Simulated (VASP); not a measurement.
Crystal: CoO.

```
CELL_PARAMETERS angstrom
0.00000 2.14562 2.14562
2.14562 0.00000 2.14562
2.14562 2.14562 0.00000
ATOMIC_POSITIONS crystal
Co 0.00000 0.00000 0.00000
O 0.50000 0.50000 0.50000
```

Base run:

```yaml
Program: VASP 6.6.1
Functional: PBE
Potentials_or_basis: VASP PAW PBE potentials, release 64 (Co, O)
Cutoff: 520 eV
k_mesh: 11 × 11 × 11
Occupations: fermi-dirac, width 0.05 eV
Spin: collinear spin, ferromagnetic start
Starting_moments: "[2.0, 0.0] μB"
```

Its results: pressure -5.4 GPa; net moment 2.94 μB per cell; site moments Co +2.58; O +0.30 μB.

Problem. After a change of settings the same cell gave: pressure -22.9 GPa; net moment 2.82 μB per cell; site moments Co +2.46; O +0.31 μB. Which change was it?
A. functional from PBE to LDA; potentials or basis from VASP PAW PBE potentials, release 64 (Co, O) to VASP PAW LDA potentials, release 64 (Co, O)
B. functional from PBE to revPBE; further incar settings from ALGO = Normal; EDIFF = 1e-06; NBANDS = 18 to ALGO = Normal; EDIFF = 1e-07; NBANDS = 18
C. functional from PBE to PBEsol; dispersion from none to D4

Solution. A.

Caveats: a cell with one magnetic atom can't hold antiferromagnetic order, which such compounds often take.
